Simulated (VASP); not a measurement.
# Na (Pm-3m) in VASP: density of states with LDA

Aim: the density of states of Na with LDA.

All numbers are computed with VASP 6.6.1; they aren't measurements. Logs are shortened: lines on timing, memory, paths and dates and some standing lists are left out, and cuts for length are marked.

## 1. The cell of the first run

It takes space group Pm-3m (No. 221, cubic). The conventional cell has a = 2.486 Å, b = 2.486 Å, c = 2.486 Å, α = 90.00°, β = 90.00°, γ = 90.00°. Within 3.3 Å of Na (site symmetry m-3m) lie 6 Na at 2.49 Å.

## 2. Density of states, LDA (volume scaled by 0.43)

Input file POSCAR:

```
Na
1.0
    2.4857175948      0.0000000000      0.0000000000
    0.0000000000      2.4857175948      0.0000000000
    0.0000000000      0.0000000000      2.4857175948
Na
1
Direct
    0.0000000000      0.0000000000      0.0000000000
```

Input file INCAR.step1:

```
ALGO = Normal
EDIFF = 1E-6
ENCUT = 520
ISIF = 2
ISMEAR = -1
LASPH = True
LCHARG = True
LREAL = False
LWAVE = False
NBANDS = 10
NELM = 100
PREC = Accurate
SIGMA = 0.05
```

Input file KPOINTS.step1:

```
k-points
0
Gamma
  12 12 12
```

Input file INCAR.step2:

```
ALGO = Normal
EDIFF = 1E-6
ENCUT = 520
ICHARG = 11
ISIF = 2
ISMEAR = -5
LASPH = True
LCHARG = False
LORBIT = 10
LREAL = False
LWAVE = False
NBANDS = 10
NEDOS = 1001
NELM = 100
PREC = Accurate
SIGMA = 0.05
```

Input file KPOINTS.step2:

```
k-points
0
Gamma
  18 18 18
```

Potentials or basis: VASP PAW LDA potentials, release 64 (Na_pv).

Started as:

```bash
$ cat potpaw_LDA.64/Na_pv/POTCAR > POTCAR
$ cp INCAR.step1 INCAR
$ cp KPOINTS.step1 KPOINTS
$ mpirun -np 1 vasp_std > vasp.out
$ cp INCAR.step2 INCAR
$ cp KPOINTS.step2 KPOINTS
$ mpirun -np 1 vasp_std > vasp.out
```

OUTCAR:

```text
EDIFF = 1E-6
   ENCUT = 520
   ICHARG = 11
   ISIF = 2
   ISMEAR = -5
   LASPH = True
   LORBIT = 10
   LREAL = False
   NELM = 100
   PREC = Accurate

 ion  position               nearest neighbor table
   1  0.000  0.000  0.000-

  LATTYP: Found a simple cubic cell.
 ALAT       =     2.4857175948

  Lattice vectors:

 A1 = (   2.4857175948,   0.0000000000,   0.0000000000)
 A2 = (   0.0000000000,   2.4857175948,   0.0000000000)
 A3 = (   0.0000000000,   0.0000000000,   2.4857175948)

Analysis of symmetry for initial positions (statically):
=====================================================================
 Subroutine PRICEL returns:
 Original cell was already a primitive cell.

 Routine SETGRP: Setting up the symmetry group for a
 simple cubic supercell.

 Subroutine GETGRP returns: Found 48 space group operations
 (whereof 48 operations were pure point group operations)
 out of a pool of 48 trial point group operations.

The static configuration has the point symmetry O_h .

Analysis of symmetry for dynamics (positions and initial velocities):
=====================================================================
 Subroutine PRICEL returns:
 Original cell was already a primitive cell.

 Routine SETGRP: Setting up the symmetry group for a
 simple cubic supercell.

 Subroutine GETGRP returns: Found 48 space group operations
 (whereof 48 operations were pure point group operations)
 out of a pool of 48 trial point group operations.

The dynamic configuration has the point symmetry O_h .

 Subroutine INISYM returns: Found 48 space group operations
 (whereof 48 operations are pure point group operations),
 and found     1 'primitive' translations

----------------------------------------------------------------------------------------

                                     Primitive cell

  volume of cell :      15.3587

  direct lattice vectors                    reciprocal lattice vectors
     2.485717595  0.000000000  0.000000000     0.402298315  0.000000000  0.000000000
     0.000000000  2.485717595  0.000000000     0.000000000  0.402298315  0.000000000
     0.000000000  0.000000000  2.485717595     0.000000000  0.000000000  0.402298315

  length of vectors
     2.485717595  2.485717595  2.485717595     0.402298315  0.402298315  0.402298315

  position of ions in fractional coordinates (direct lattice)
     0.000000000  0.000000000  0.000000000

  ion indices of the primitive-cell ions
   primitive index   ion index
                 1           1

[... 85 lines left out ...]
   NUPDOWN=      -1.0000    fix difference up-down
   EMIN   =  10.00;   EMAX   =-10.00  energy-range for DOS
   EFERMI =   0.00;   METHOD = LEGACY
   ISMEAR =    -5;   SIGMA  =   0.05  broadening in eV -4-tet -1-fermi 0-gaus
   EFERMI_NEDOS =   21; number of points for ismear=-14 and -15
   IALGO  =     38    algorithm
   IMIX   =      4    mixing-type and parameters
     AMIX     =   0.40;   BMIX     =  1.00
     AMIX_MAG =   1.60;   BMIX_MAG =  1.00
  volume/ion in A,a.u.               =      15.36       103.65
  Fermi-wavevector in a.u.,A,eV,Ry     =   1.259860  2.380791 21.595820  1.587248
  Thomas-Fermi vector in A             =   2.393399
   LORBIT       =     10    0 simple, 1 ext, 2 COOP (PROOUT), +10 PAW based schemes
   GGA     = CA    functional components
   LHFCALC =     F    Hartree Fock is set to
   AEXX    =    0.0000 exact exchange contribution
   IVDW    =     0    specifies the selected vdW correction
   LEPSILON=     F    determine dielectric tensor
   LRPA    =     F    only Hartree local field effects (RPA)
 non-spin polarized calculation
 Fermi weights with tetrahedron method with Bloechl corrections
  energy-cutoff  :      520.00
  volume of cell :       15.36
 maximum number of plane-waves:       437

 number of electron       7.0000022 magnetization

 Free energy of the ion-electron system (eV)
  ---------------------------------------------------
  ext. energy  EPLUGINS =         0.00000000
  ---------------------------------------------------
  free energy    TOTEN  =        -0.36547775 eV

  energy without entropy =       -0.36547775  energy(sigma->0) =       -0.36547775

 E-fermi :   4.3325     XC(G=0):  -9.8142

 val. band max:        4.3645307898   @ k =   0.5000   0.1111   0.0556
 cond. band min:       4.3265795196   @ k =   0.3333   0.2778   0.2222
 fundamental gap:     -0.0379512702
 Fermi energy:         4.3325001132

 k-point     1 :       0.0000    0.0000    0.0000
  band No.  band energies     occupation
      1     -21.0514      2.00000
      2     -21.0514      2.00000
      3     -21.0514      2.00000
      4      -1.2713      2.00000
      5      16.9733      0.00000
      6      16.9733      0.00000
      7      22.2233      0.00000
      8      22.2233      0.00000
      9      22.2233      0.00000
     10      29.0758      0.00000
[... 287 lines left out ...]
 k-point    24 :       0.3333    0.1111    0.0000
  band No.  band energies     occupation
      1     -21.6078      2.00000
      2     -21.0849      2.00000
      3     -20.9944      2.00000
      4       1.8300      2.00000
      5       9.3929      0.00000
      6      17.7894      0.00000
      7      22.3286      0.00000
      8      23.4971      0.00000
      9      27.0196      0.00000
     10      29.1380      0.00000

 [... further k-points ...]

------------------------ aborting loop because EDIFF is reached ----------------------------------------

  FORCE on cell =-STRESS in cart. coord.  units (eV):
  Direction    XX          YY          ZZ          XY          YZ          ZX
  --------------------------------------------------------------------------------------
  -------------------------------------------------------------------------------------
  Total        2.9455345      2.9455345      2.9455345     -0.0000000      0.0000000     -0.0000000
  in kB      307.2694217    307.2694217    307.2694217     -0.0000000      0.0000000     -0.0000000
  external PRESSURE =     307.2694217 kB  Pullay stress =       0.0000000 kB

 VOLUME and BASIS-vectors are now :
 -----------------------------------------------------------------------------
  energy-cutoff  :      520.00
  volume of cell :       15.36
      direct lattice vectors                 reciprocal lattice vectors
     2.485717595  0.000000000  0.000000000     0.402298315  0.000000000  0.000000000
     0.000000000  2.485717595  0.000000000     0.000000000  0.402298315  0.000000000
     0.000000000  0.000000000  2.485717595     0.000000000  0.000000000  0.402298315

 POSITION                                       TOTAL-FORCE (eV/Angst)
 -----------------------------------------------------------------------------------
      0.00000      0.00000      0.00000         0.000000      0.000000      0.000000
 -----------------------------------------------------------------------------------
    total drift:                               -0.000000      0.000000      0.000000

  FREE ENERGIE OF THE ION-ELECTRON SYSTEM (eV)
  ---------------------------------------------------
  free  energy   TOTEN  =        -0.3654777499 eV

  energy  without entropy=       -0.3654777499  energy(sigma->0) =       -0.36547775

 total charge

# of ion       s       p       d       tot
------------------------------------------
    1        0.199   6.036   0.000   6.234
```

OSZICAR.step1:

```text
N       E                     dE             d eps       ncg     rms          rms(c)
DAV:   1     0.362129901393E+02    0.36213E+02   -0.40734E+03  1694   0.758E+02
DAV:   2     0.169196355160E+00   -0.36044E+02   -0.35765E+02  1838   0.186E+02
DAV:   3    -0.390574885074E+00   -0.55977E+00   -0.55938E+00  2014   0.236E+01
DAV:   4    -0.392670102972E+00   -0.20952E-02   -0.20951E-02  1934   0.137E+00
DAV:   5    -0.392680033279E+00   -0.99303E-05   -0.99308E-05  1932   0.943E-02    0.653E-01
DAV:   6    -0.375545194149E+00    0.17135E-01   -0.29716E-03  1986   0.738E-01    0.403E-01
DAV:   7    -0.364078918522E+00    0.11466E-01   -0.47329E-03  1936   0.775E-01    0.329E-02
DAV:   8    -0.364021717778E+00    0.57201E-04   -0.24433E-04  2038   0.265E-01    0.400E-03
DAV:   9    -0.364022536108E+00   -0.81833E-06   -0.15157E-06  1714   0.125E-02
   1 F= -.36402254E+00 E0= -.36200898E+00  d E =-.402711E-02
```

It took 10 s on 1 thread of Intel Xeon 6975P-C (Granite Rapids), shared host; peak memory 0.13 GiB.

What came out:

| Item | Value |
| --- | --- |
| Valence electrons inside the program's atomic spheres | Na 6.23 |

Levels at points of the mesh, in eV from the Fermi level:
```csv
k point,band 1,band 2,band 3,band 4,band 5,band 6
"(0.00, 0.00, 0.00)",-25.38,-25.38,-25.38,-5.60,12.64,12.64
"(0.50, 0.00, 0.00)",-26.14,-25.32,-25.32,-0.24,1.32,16.73
"(0.50, 0.50, 0.00)",-25.99,-25.99,-25.26,3.37,5.86,5.86
"(0.50, 0.50, 0.50)",-25.87,-25.87,-25.87,8.31,8.31,8.31
```

Caveat: tetrahedron occupations give inexact forces and stress in metals.
